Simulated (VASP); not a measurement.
BP (rocksalt type):

```
B P
1.0
     0.00000    2.15443    2.15443
     2.15443    0.00000    2.15443
     2.15443    2.15443    0.00000
B P
1 1
Direct
  0.00000 0.00000 0.00000
  0.50000 0.50000 0.50000
```

| Quantity | Value |
| --- | --- |
| Program | VASP 6.6.1 |
| Task | relaxation of cell and atoms |
| Functional | LDA |
| Potentials or basis | VASP PAW LDA potentials, release 64 (B, P) |
| Cutoff | 500 eV |
| k mesh | 15 × 15 × 15 |
| Occupations | fermi-dirac, width 0.1 eV |
| Spin | no spin polarisation |

At the start: pressure -5.0 GPa; volume 10.00 Å³/atom.

How do energy, volume and symmetry change on relaxing?

Over 3 steps the energy falls by 4.8 meV/atom and the volume is 9.70 Å³/atom (-3.0 %); space group Fm-3m (No. 225, to 0.05 Å).

Step by step:
```
step  energy change (eV)  largest force (eV/Å)  pressure (GPa)  volume (Å³)
   1              0.0000                0.0000           -4.98        20.00
   2             -0.0074                0.0000            2.58        19.11
   3             -0.0096                0.0000            0.00        19.40
```

Final structure:
```
B P
1.0
     0.00000    2.13251    2.13251
     2.13251    0.00000    2.13251
     2.13251    2.13251    0.00000
B P
1 1
Cartesian
  0.0000 0.0000 0.0000
  2.1325 2.1325 2.1325
```
